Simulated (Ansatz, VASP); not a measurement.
# Two plane-wave programs on KCl

```
K Cl
1.0
     3.80061    0.00000    0.00000
     0.00000    3.80061    0.00000
     0.00000    0.00000    3.80061
K Cl
1 1
Direct
  0.00000 0.00000 0.00000
  0.50000 0.50000 0.50000
```

Alike in both runs: task single point; functional PBE; k mesh 6 × 6 × 6; occupations gaussian, width 0.02 eV; no spin polarisation.

|  | VASP | Ansatz |
| --- | --- | --- |
| version | VASP 6.6.1 | Ansatz 0.2.0 |
| potentials or method | VASP PAW PBE potentials, release 64 (K_sv, Cl), cutoff 520 eV | scalar-relativistic, plane waves, PAW |
| valence electrons in the cell | 16 | 16 |

Ansatz gave:

| Item | Value |
| --- | --- |
| gap on the k mesh at the Fermi level (eV) | 4.93 |
| least direct gap on the mesh (eV) | 5.14 |
| pressure (GPa) | 0.5 |

Q: Estimate VASP's values.

A: gap on the k mesh at the Fermi level (eV): 4.93; least direct gap on the mesh (eV): 5.13; pressure (GPa): 0.6.
